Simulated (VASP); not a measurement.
Crystal: AlH4.

```xyz
5
Lattice="-1.7329 1.7329 3.3931 1.7329 -1.7329 3.3931 1.7329 1.7329 -3.3931" Properties=species:S:1:pos:R:3 pbc="T T T"
Al    0.0000    0.0000    0.0000
H     0.0000    0.0000    1.6083
H     0.0000    0.0000    5.1779
H     0.0000    1.7329    0.0000
H     1.7329    0.0000    0.0000
```

The cell was generated, and may not be a known phase.

| Quantity | Value |
| --- | --- |
| Program | VASP 6.6.1 |
| Task | relaxation of cell and atoms |
| Functional | PBE |
| Potentials or basis | VASP PAW PBE potentials, release 64 (Al, H_h) |
| Cutoff | 1230 eV |
| k mesh | 8 × 8 × 8 |
| Occupations | gaussian, width 0.1 eV |
| Spin | no spin polarisation |

At the start: pressure 4.6 GPa; volume 8.15 Å³/atom.

Task: How do energy, volume and symmetry change on relaxing?

Result: Over 7 steps the energy falls by 9.0 meV/atom and the volume is 8.68 Å³/atom (+6.5 %); space group I4/mmm (No. 139, to 0.1 Å) before and after.

The path:
```tsv
step	energy change (eV)	largest force (eV/Å)	pressure (GPa)	volume (Å³)
1	0.0000	0.5213	4.61	40.76
2	-0.0416	0.0020	0.92	42.16
3	-0.0422	0.0665	0.44	42.36
4	-0.0430	0.0620	0.35	42.52
5	-0.0446	0.0487	0.07	43.03
6	-0.0439	0.0188	-0.43	44.05
7	-0.0449	0.0386	-0.12	43.40
```

Final structure:
```
Al H
1.0
    -1.76375    1.76375    3.48761
     1.76375   -1.76375    3.48761
     1.76375    1.76375   -3.48761
Al H
1 4
Direct
  0.00000 0.00000 0.00000
  0.23858 0.23858 0.00000
  0.76142 0.76142 0.00000
  0.50000 0.00000 0.50000
  0.00000 0.50000 0.50000
```

Caveat: an odd number of electrons without spin polarisation forces a metal; a magnetic or distorted state may lie lower.
